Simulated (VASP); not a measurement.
Write the native input for VASP 6.6.1 that does the following.

| Property | Result |
| --- | --- |
| Task | single point |
| Functional | PBEsol |
| Potentials or basis | VASP PAW PBE potentials, release 64 (Zn, Se) |
| Cutoff | 520 eV |
| k mesh | 6 × 6 × 6 |
| Occupations | gaussian, width 0.02 eV |
| Spin | no spin polarisation |
| Dipole correction | no |
| Further INCAR settings | ALGO = Normal; EDIFF = 1e-06; NBANDS = 60 |

The structure of ZnSe2 lies in POSCAR:

```
ZnSe2
1.0
    6.0520420919      0.0000000000      0.0000000000
    0.0000000000      6.3149294210      0.0000000000
    0.0000000000      0.0000000000      6.3137015977
Zn Se
4 8
Direct
    0.5000000000      0.5000000000      0.0000000000
    0.5000000000      0.0000000000      0.5000000000
    0.0000000000      0.5000000000      0.5000000000
    0.0000000000      0.0000000000      0.0000000000
    0.1107578253      0.8899530414      0.3905113844
    0.8892421747      0.3899530414      0.1094886156
    0.3892421747      0.1100469586      0.8905113844
    0.6107578253      0.6100469586      0.6094886156
    0.8892421747      0.1100469586      0.6094886156
    0.1107578253      0.6100469586      0.8905113844
    0.6107578253      0.8899530414      0.1094886156
    0.3892421747      0.3899530414      0.3905113844
```

These files were run (other wordings do the same):

INCAR

```
PREC = Accurate
ENCUT = 520
EDIFF = 1E-6
ISMEAR = 0
SIGMA = 0.02
LREAL = False
LASPH = True
NELM = 60
ALGO = Normal
ISIF = 2
LWAVE = False
LCHARG = False
GGA = PS
NBANDS = 60
```

KPOINTS

```
regular mesh
0
Gamma
  6 6 6
```

Potentials or basis: VASP PAW PBE potentials, release 64 (Zn, Se).

The run is started by

```bash
$ cat potpaw_PBE.64/Zn/POTCAR potpaw_PBE.64/Se/POTCAR > POTCAR
$ mpirun -np 1 vasp_std > vasp.out
```

It gave:

- Pressure: 0.9 GPa
- Largest force: 0.026 eV/Å
- Band gap on the k mesh: 0.63 eV, indirect (least direct gap 0.75 eV)

Caveat: the PAW data sets were made with another functional, which shifts forces and pressure a little.

It took 9.6 min on 1 thread of Intel(R) Xeon(R) 6975P-C (Granite Rapids), with other jobs on the host, peak memory 0.76 GiB.
